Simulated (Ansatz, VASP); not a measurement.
Mg2CdSe3 in VASP and in Ansatz

```
Mg Cd Se
1.0
     4.06759    0.00000    0.00000
    -2.03380    3.52264    0.00000
     0.00000    0.00000    9.96352
Mg Cd Se
2 1 3
Direct
  0.33333 0.66667 0.66667
  0.66667 0.33333 0.33333
  0.00000 0.00000 0.00000
  0.00000 0.00000 0.50000
  0.33333 0.66667 0.16667
  0.66667 0.33333 0.83333
```

Alike in both runs: task relaxation of cell and atoms; functional PBE; k mesh 6 × 6 × 2; occupations gaussian, width 0.1 eV; no spin polarisation.

```csv
,VASP,Ansatz
version,VASP 6.6.1,Ansatz 0.2.0
potentials or method,"VASP PAW PBE potentials, release 64 (Mg, Cd, Se), cutoff 600 eV","scalar-relativistic, plane waves, PAW"
valence electrons in the cell,34,88
```

|  | VASP | Ansatz | Ansatz less VASP |
| --- | --- | --- | --- |
| gap on the k mesh at the Fermi level, each at its own relaxed structure (eV) | 0.86 | 0.87 | +0.016 |
| relaxed volume (Å³/atom) | 21.94 | 21.89 | -0.047 |
| relaxed length of the cell vector where the two differ most in proportion (Å) | 9.694 | 9.683 | -0.0102 |

VASP's potentials hold 34 valence electrons a cell and Ansatz's 88, so a difference there can come from the potentials and not from the codes.
